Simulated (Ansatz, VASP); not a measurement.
**Mo in VASP and in Ansatz**

```xyz
1
Lattice="-1.3432 1.8173 1.5802 1.3432 -1.8173 1.5802 1.3432 1.8173 -1.5802" Properties=species:S:1:pos:R:3 pbc="T T T"
Mo    0.0000    0.0000    0.0000
```

Change from the starting cell: strain +e along x and -e along y -0.1500, strain +e along z and -e/2 along x and y +0.0000.

Alike in both runs: task single point; functional PBE; k mesh 20 × 20 × 20; occupations gaussian, width 0.15 eV; no spin polarisation.

```csv
,VASP,Ansatz
version,VASP 6.6.1,Ansatz 0.2.0
potentials or method,"VASP PAW PBE potentials, release 64 (Mo_sv), cutoff 520 eV","scalar-relativistic, plane waves, PAW"
valence electrons in the cell,14,14
```

Ansatz gave:

| Property | Result |
| --- | --- |
| gap on the k mesh at the Fermi level (eV) | none |
| pressure (GPa) | 12.2 |
| traceless stress, the component that is largest in VASP (GPa) | 15.24 |

Task: Which values does VASP return?

Result: gap on the k mesh at the Fermi level (eV): none; pressure (GPa): 12.7; traceless stress, the component that is largest in VASP (GPa): 15.30.

A gap of «none» marks a metal or a gap that the smearing closes. With one functional, cell and mesh, what is left measures potentials, basis and numerics.
